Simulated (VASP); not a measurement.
# SiC (3C silicon carbide) (F-43m) in VASP: further runs

SiC (3C silicon carbide) is run at these levels: PBE; tasks: single point, relaxation of cell and atoms.

Program: VASP 6.6.1. These are calculated values, not measurements. Logs are shortened: lines on timing, memory, paths and dates and some standing lists are left out, and cuts for length are marked.

## Step 1: The cell of the first run

It takes space group F-43m (No. 216, cubic). The conventional cell has a = 4.380 Å, b = 4.380 Å, c = 4.380 Å, α = 90.00°, β = 90.00°, γ = 90.00°. Si (site symmetry -43m) has 4 C at 1.90 Å within 2.5 Å. C (site symmetry -43m) has 4 Si at 1.90 Å within 2.5 Å.

## Step 2: Single point, PBE

INCAR reads:

```
ALGO = Normal
EDIFF = 1E-7
ENCUT = 520
GGA = PE
ISIF = 2
ISMEAR = 0
LASPH = True
LCHARG = True
LELF = True
LREAL = False
LVHAR = True
LWAVE = False
NBANDS = 11
NELM = 80
PREC = Accurate
SIGMA = 0.01
```

KPOINTS reads:

```
k-points
0
Gamma
  10 10 10
```

POSCAR reads:

```
SiC
1.0
    0.0000000000      2.1898538566      2.1898538566
    2.1898538566      0.0000000000      2.1898538566
    2.1898538566      2.1898538566      0.0000000000
Si C
1 1
Direct
    0.0000000000      0.0000000000      0.0000000000
    0.2500000000      0.2500000000      0.2500000000
```

Potentials or basis: VASP PAW PBE potentials, release 64 (Si, C).

The run is started by

```bash
cat potpaw_PBE.64/Si/POTCAR potpaw_PBE.64/C/POTCAR > POTCAR
mpirun -np 1 vasp_std > vasp.out
```

OUTCAR:

```text
EDIFF = 1E-7
   ENCUT = 520
   GGA = PE
   ISIF = 2
   ISMEAR = 0
   LASPH = True
   LREAL = False
   NELM = 80
   PREC = Accurate

 ion  position               nearest neighbor table
   1  0.000  0.000  0.000-   2 1.90   2 1.90   2 1.90   2 1.90
   2  0.250  0.250  0.250-   1 1.90   1 1.90   1 1.90   1 1.90

  LATTYP: Found a face centered cubic cell.
 ALAT       =     4.3797077132

  Lattice vectors:

 A1 = (   0.0000000000,   2.1898538566,   2.1898538566)
 A2 = (   2.1898538566,   0.0000000000,   2.1898538566)
 A3 = (   2.1898538566,   2.1898538566,   0.0000000000)

Analysis of symmetry for initial positions (statically):
=====================================================================
 Subroutine PRICEL returns:
 Original cell was already a primitive cell.

 Routine SETGRP: Setting up the symmetry group for a
 face centered cubic supercell.

 Subroutine GETGRP returns: Found 24 space group operations
 (whereof 24 operations were pure point group operations)
 out of a pool of 48 trial point group operations.

The static configuration has the point symmetry T_d .

Analysis of symmetry for dynamics (positions and initial velocities):
=====================================================================
 Subroutine PRICEL returns:
 Original cell was already a primitive cell.

 Routine SETGRP: Setting up the symmetry group for a
 face centered cubic supercell.

 Subroutine GETGRP returns: Found 24 space group operations
 (whereof 24 operations were pure point group operations)
 out of a pool of 48 trial point group operations.

The dynamic configuration has the point symmetry T_d .

 Subroutine INISYM returns: Found 24 space group operations
 (whereof 24 operations are pure point group operations),
 and found     1 'primitive' translations

----------------------------------------------------------------------------------------

                                     Primitive cell

  volume of cell :      21.0027

  direct lattice vectors                    reciprocal lattice vectors
     0.000000000  2.189853857  2.189853857    -0.228325739  0.228325739  0.228325739
     2.189853857  0.000000000  2.189853857     0.228325739 -0.228325739  0.228325739
     2.189853857  2.189853857  0.000000000     0.228325739  0.228325739 -0.228325739

  length of vectors
     3.096921024  3.096921024  3.096921024     0.395471781  0.395471781  0.395471781

  position of ions in fractional coordinates (direct lattice)
     0.000000000  0.000000000  0.000000000
     0.250000000  0.250000000  0.250000000

  ion indices of the primitive-cell ions
   primitive index   ion index
                 1           1
                 2           2

----------------------------------------------------------------------------------------

 KPOINTS: k-points

Automatic generation of k-mesh.
 Grid dimensions read from file:
 generate k-points for:   10   10   10

 Generating k-lattice:

  Cartesian coordinates                     Fractional coordinates (reciprocal lattice)
    -0.022832574  0.022832574  0.022832574     0.100000000  0.000000000  0.000000000
     0.022832574 -0.022832574  0.022832574     0.000000000  0.100000000  0.000000000
     0.022832574  0.022832574 -0.022832574     0.000000000  0.000000000  0.100000000

  Length of vectors
     0.039547178  0.039547178  0.039547178

  Shift w.r.t. Gamma in fractional coordinates (k-lattice)
     0.000000000  0.000000000  0.000000000

 Subroutine IBZKPT returns following result:
 ===========================================

 Found     47 irreducible k-points:

 Following reciprocal coordinates:
            Coordinates               Weight
  0.000000  0.000000  0.000000      1.000000
  0.100000  0.000000  0.000000      8.000000
  0.200000  0.000000  0.000000      8.000000
  0.300000  0.000000  0.000000      8.000000
  0.400000  0.000000  0.000000      8.000000
  0.500000  0.000000  0.000000      4.000000
[... 16 lines left out ...]
  0.300000  0.300000  0.000000      6.000000
  0.400000  0.300000  0.000000     24.000000
 [... further k-points ...]
   k-points           NKPTS =     47   k-points in BZ     NKDIM =     47   number of bands    NBANDS=     11
   number of dos      NEDOS =    301   number of ions     NIONS =      2
   total plane-waves  NPLWV =  13824
   dimension x,y,z NGX =    24 NGY =   24 NGZ =   24
   dimension x,y,z NGXF=    48 NGYF=   48 NGZF=   48
   ions per type =               1   1
   NGX,Y,Z   is equivalent  to a cutoff of  12.88, 12.88, 12.88 a.u.
   NGXF,Y,Z  is equivalent  to a cutoff of  25.77, 25.77, 25.77 a.u.
 SYSTEM =  unknown system
   PREC   = accura    normal or accurate (medium, high low for compatibility)
   ISTART =      0    job   : 0-new  1-cont  2-samecut
   ICHARG =      2    charge: 1-file 2-atom 10-const
   ISPIN  =      1    spin polarized calculation?
   LNONCOLLINEAR =      F non collinear calculations
   LSORBIT =      F    spin-orbit coupling
   LASPH  =      T    aspherical Exc in radial PAW
   ENCUT  =  520.0 eV  38.22 Ry    6.18 a.u.   5.76  5.76  5.76*2*pi/ulx,y,z
   NELM   =     80;   NELMIN=  2; NELMDL= -5     # of ELM steps
   EDIFF  = 0.1E-06   stopping-criterion for ELM
   LREAL  =      F    real-space projection
   EDIFFG = 0.1E-05   stopping-criterion for IOM
   NSW    =      0    number of steps for IOM
   IBRION =     -1    ionic relax: 0-MD 1-quasi-New 2-CG
   NFREE  =      0    steps in history (QN), initial steepest desc. (CG)
   ISIF   =      2    stress and relaxation
   ISYM   =      2    0-nonsym 1-usesym 2-fastsym
   POTIM  = 0.5000    time-step for ionic-motion
   TEBEG  =    0.0;   TEEND  =   0.0 temperature during run
   PSTRESS=    0.0 pullay stress
   NELECT =       8.0000    total number of electrons
   NUPDOWN=      -1.0000    fix difference up-down
   EMIN   =  10.00;   EMAX   =-10.00  energy-range for DOS
   EFERMI =   0.00;   METHOD = LEGACY
   ISMEAR =     0;   SIGMA  =   0.01  broadening in eV -4-tet -1-fermi 0-gaus
   EFERMI_NEDOS =   21; number of points for ismear=-14 and -15
   IALGO  =     38    algorithm
   IMIX   =      4    mixing-type and parameters
     AMIX     =   0.40;   BMIX     =  1.00
     AMIX_MAG =   1.60;   BMIX_MAG =  1.00
  volume/ion in A,a.u.               =      10.50        70.87
  Fermi-wavevector in a.u.,A,eV,Ry     =   1.186715  2.242566 19.160976  1.408292
  Thomas-Fermi vector in A             =   2.322882
   LORBIT       =      0    0 simple, 1 ext, 2 COOP (PROOUT), +10 PAW based schemes
   GGA     = PE    functional components
   LHFCALC =     F    Hartree Fock is set to
   AEXX    =    0.0000 exact exchange contribution
   IVDW    =     0    specifies the selected vdW correction
   LEPSILON=     F    determine dielectric tensor
   LRPA    =     F    only Hartree local field effects (RPA)
 non-spin polarized calculation
 Gauss-broadening in eV      SIGMA  =   0.01
  energy-cutoff  :      520.00
  volume of cell :       21.00
 maximum number of plane-waves:       588
   NGX = 11   NGY = 11   NGZ = 11

 number of electron       8.0000001 magnetization

 Free energy of the ion-electron system (eV)
  ---------------------------------------------------
  ext. energy  EPLUGINS =         0.00000000
  ---------------------------------------------------
  free energy    TOTEN  =       -15.06083305 eV

  energy without entropy =      -15.06083305  energy(sigma->0) =      -15.06083305

 E-fermi :   8.0351     XC(G=0): -11.2912

 val. band max:        7.9405515709   @ k =   0.0000   0.0000   0.0000
 cond. band min:       9.3112010082   @ k =   0.5000   0.5000   0.0000
 fundamental gap:      1.3706494373
 Fermi energy:         8.0351190134

 k-point     1 :       0.0000    0.0000    0.0000
  band No.  band energies     occupation
      1      -7.3462      2.00000
      2       7.9406      2.00000
      3       7.9406      2.00000
      4       7.9406      2.00000
      5      14.0000      0.00000
      6      15.1451      0.00000
      7      15.1451      0.00000
      8      15.1451      0.00000
      9      22.3603      0.00000
     10      22.3603      0.00000
     11      24.1911      0.00000

 k-point     2 :       0.1000    0.0000    0.0000
  band No.  band energies     occupation
      1      -7.1532      2.00000
      2       6.9339      2.00000
      3       7.8073      2.00000
      4       7.8073      2.00000
      5      14.2826      0.00000
      6      15.3862      0.00000
      7      15.3862      0.00000
      8      15.4003      0.00000
      9      21.4265      0.00000
     10      21.4265      0.00000
     11      24.0918      0.00000

 k-point     3 :       0.2000    0.0000    0.0000
  band No.  band energies     occupation
      1      -6.5828      2.00000
      2       4.8287      2.00000
      3       7.5015      2.00000
      4       7.5015      2.00000
      5      14.0125      0.00000
      6      15.7487      0.00000
      7      15.7487      0.00000
      8      16.5855      0.00000
      9      20.7664      0.00000
     10      20.7664      0.00000
     11      23.2155      0.00000

 k-point     4 :       0.3000    0.0000    0.0000
  band No.  band energies     occupation
      1      -5.6710      2.00000
      2       2.5386      2.00000
      3       7.1866      2.00000
      4       7.1866      2.00000
      5      13.6041      0.00000
      6      15.6307      0.00000
      7      15.6307      0.00000
      8      17.5774      0.00000
      9      21.5627      0.00000
     10      21.5627      0.00000
     11      22.9286      0.00000

 k-point     5 :       0.4000    0.0000    0.0000
  band No.  band energies     occupation
      1      -4.5462      2.00000
      2       0.5104      2.00000
      3       6.9686      2.00000
      4       6.9686      2.00000
      5      13.3319      0.00000
      6      15.2698      0.00000
      7      15.2698      0.00000
      8      17.8952      0.00000
      9      23.4562      0.00000
     10      23.4562      0.00000
     11      23.4962      0.00000
[... 211 lines left out ...]
 k-point    21 :      -0.3000    0.2000    0.0000
  band No.  band energies     occupation
      1      -4.3214      2.00000
      2       1.5714      2.00000
      3       4.1632      2.00000
      4       6.7759      2.00000
      5      13.4781      0.00000
      6      16.0730      0.00000
      7      16.6074      0.00000
      8      18.0881      0.00000
      9      20.5864      0.00000
     10      23.2371      0.00000
     11      26.8267      0.00000

 k-point    22 :      -0.2000    0.2000    0.0000
  band No.  band energies     occupation
      1      -5.3648      2.00000
      2       3.1633      2.00000
      3       4.7525      2.00000
      4       7.2934      2.00000
      5      14.4262      0.00000
      6      15.8210      0.00000
      7      16.2216      0.00000
      8      16.9771      0.00000
      9      19.4077      0.00000
     10      23.2153      0.00000
     11      26.9260      0.00000

 k-point    23 :       0.3000    0.3000    0.0000
  band No.  band energies     occupation
      1      -5.1015      2.00000
      2       3.5866      2.00000
      3       5.5995      2.00000
      4       5.5995      2.00000
      5      11.0847      0.00000
      6      13.4963      0.00000
      7      19.3290      0.00000
      8      19.3290      0.00000
      9      20.1809      0.00000
     10      24.9168      0.00000
     11      29.4490      0.00000

 k-point    24 :       0.4000    0.3000    0.0000
  band No.  band energies     occupation
      1      -4.2445      2.00000
      2       2.3771      2.00000
      3       4.8192      2.00000
      4       5.3394      2.00000
      5      10.7990      0.00000
      6      13.5032      0.00000
      7      19.4033      0.00000
      8      19.7318      0.00000
      9      21.5351      0.00000
     10      25.8806      0.00000
     11      28.9685      0.00000

 [... further k-points ...]
[... 5 lines left out ...]
  --------------------------------------------------------------------------------------
  -------------------------------------------------------------------------------------
  Total       -0.0060001     -0.0060001     -0.0060001     -0.0000000      0.0000000      0.0000000
  in kB       -0.4577171     -0.4577171     -0.4577171     -0.0000000      0.0000000      0.0000000
  external PRESSURE =      -0.4577171 kB  Pullay stress =       0.0000000 kB

 VOLUME and BASIS-vectors are now :
 -----------------------------------------------------------------------------
  energy-cutoff  :      520.00
  volume of cell :       21.00
      direct lattice vectors                 reciprocal lattice vectors
     0.000000000  2.189853857  2.189853857    -0.228325739  0.228325739  0.228325739
     2.189853857  0.000000000  2.189853857     0.228325739 -0.228325739  0.228325739
     2.189853857  2.189853857  0.000000000     0.228325739  0.228325739 -0.228325739

 POSITION                                       TOTAL-FORCE (eV/Angst)
 -----------------------------------------------------------------------------------
      0.00000      0.00000      0.00000        -0.000000      0.000000      0.000000
      1.09493      1.09493      1.09493         0.000000     -0.000000     -0.000000
 -----------------------------------------------------------------------------------
    total drift:                                0.000000      0.000000      0.000000

  FREE ENERGIE OF THE ION-ELECTRON SYSTEM (eV)
  ---------------------------------------------------
  free  energy   TOTEN  =       -15.0608330459 eV

  energy  without entropy=      -15.0608330459  energy(sigma->0) =      -15.06083305
```

Wall time 14 s (1 thread of Intel Xeon 8259CL, shared host); peak memory 0.14 GiB.

What came out:

```yaml
Free_energy: -15.0608 eV
Pressure: 0.0 GPa
Band_gap_on_the_k_mesh: 1.37 eV, indirect (least direct gap 4.53 eV)
```

Levels at points of the mesh, in eV from the valence-band top:
| k point | band 2 | band 3 | band 4 | band 5 | band 6 | band 7 |
| --- | --- | --- | --- | --- | --- | --- |
| (0.00, 0.00, 0.00) | 0.00 | 0.00 | 0.00 | 6.06 | 7.20 | 7.20 |
| (0.50, 0.00, 0.00) | -8.45 | -1.05 | -1.05 | 5.30 | 7.17 | 7.17 |
| (0.50, 0.50, 0.00) | -7.75 | -3.16 | -3.16 | 1.37 | 4.27 | 13.86 |

A k mesh can miss the band edges. Expect the measured gap to be larger: semilocal functionals such as PBE lack the derivative discontinuity.

## Step 3: Relaxation of cell and atoms, PBE

This run uses another cell than the first one, of 10.36 Å³/atom, 0.987 times its volume.

INCAR reads:

```
SYSTEM = SiC
PREC     = Accurate       ! precision mode
ENCUT    = 600            ! plane-wave cutoff, eV
EDIFF    = 1E-6           ! SCF threshold, eV
ISMEAR   = 0              ! smearing method
SIGMA    = 0.01           ! smearing width, eV
LREAL    = .False.        ! projectors in reciprocal space
LASPH    = .True.         ! aspherical terms in the spheres
NELM     = 60             ! most SCF steps
ALGO     = Normal         ! electronic algorithm
ISIF     = 3              ! what is computed and relaxed
LWAVE    = .False.        ! write WAVECAR
LCHARG   = .False.        ! write CHGCAR
GGA      = PE             ! functional
IBRION   = 2              ! ionic algorithm
NSW      = 80             ! ionic steps
EDIFFG   = -0.002         ! ionic threshold
```

KPOINTS reads:

```
Automatic mesh
0
Gamma
  10 10 10
  0 0 0
```

POSCAR reads:

```
SiC
1.0
    0.0000000000      2.1800000000      2.1800000000
    2.1800000000      0.0000000000      2.1800000000
    2.1800000000      2.1800000000      0.0000000000
Si C
1 1
Direct
    0.0000000000      0.0000000000      0.0000000000
    0.2500000000      0.2500000000      0.2500000000
```

Potentials or basis: VASP PAW PBE potentials, release 64 (Si, C).

The run is started by

```bash
cat potpaw_PBE.64/Si/POTCAR potpaw_PBE.64/C/POTCAR > POTCAR
mpirun -np 1 vasp_std > vasp.out
```

Run time: 34 s. Hardware: 1 thread of Intel Xeon 8259CL, shared host; peak memory 0.15 GiB.

The run converged. Its results:

```yaml
Free_energy: -15.0619 eV
Relaxed_volume: 10.49 Å³/atom
Relaxed_cell: a = 3.096 Å, b = 3.096 Å, c = 3.096 Å, α = 60.00°, β = 60.00°, γ = 60.00°
Space_group_after_relaxing_to_0.05_Å: F-43m (No. 216)
Energy_gained_by_relaxing: 1.1 meV/atom
Ionic_steps: 3
Pressure_after_relaxing: 0.0 GPa
Band_gap_on_the_k_mesh: 1.37 eV, indirect (least direct gap 4.53 eV)
```

The path:
```tsv
step	energy change (eV)	largest force (eV/Å)	pressure (GPa)	volume (Å³)
1	0.0000	0.0000	2.77	20.72
2	0.0001	0.0000	-2.71	21.26
3	-0.0023	0.0000	0.01	20.98
```

Final structure:
```cif
data_structure
_symmetry_space_group_name_H-M 'P 1'
_symmetry_Int_Tables_number 1
_cell_length_a 3.0960
_cell_length_b 3.0960
_cell_length_c 3.0960
_cell_angle_alpha 60.000
_cell_angle_beta 60.000
_cell_angle_gamma 60.000
_cell_volume 20.98
loop_
_atom_site_label
_atom_site_type_symbol
_atom_site_fract_x
_atom_site_fract_y
_atom_site_fract_z
_atom_site_occupancy
Si1 Si 0.00000 0.00000 0.00000 1
C1 C 0.25000 0.25000 0.25000 1
```

Levels at points of the mesh, in eV from the valence-band top:
| k point | band 1 | band 2 | band 3 | band 4 | band 5 | band 6 | band 7 | band 8 |
| --- | --- | --- | --- | --- | --- | --- | --- | --- |
| (0.00, 0.00, 0.00) | -15.29 | 0.00 | 0.00 | 0.00 | 6.07 | 7.21 | 7.21 | 7.21 |
| (0.50, 0.00, 0.00) | -11.78 | -8.46 | -1.05 | -1.05 | 5.31 | 7.17 | 7.17 | 9.98 |
| (0.50, 0.50, 0.00) | -10.34 | -7.75 | -3.16 | -3.16 | 1.37 | 4.27 | 13.87 | 13.87 |

A k mesh can miss the band edges. As with any semilocal functional, this PBE gap is likely too small.
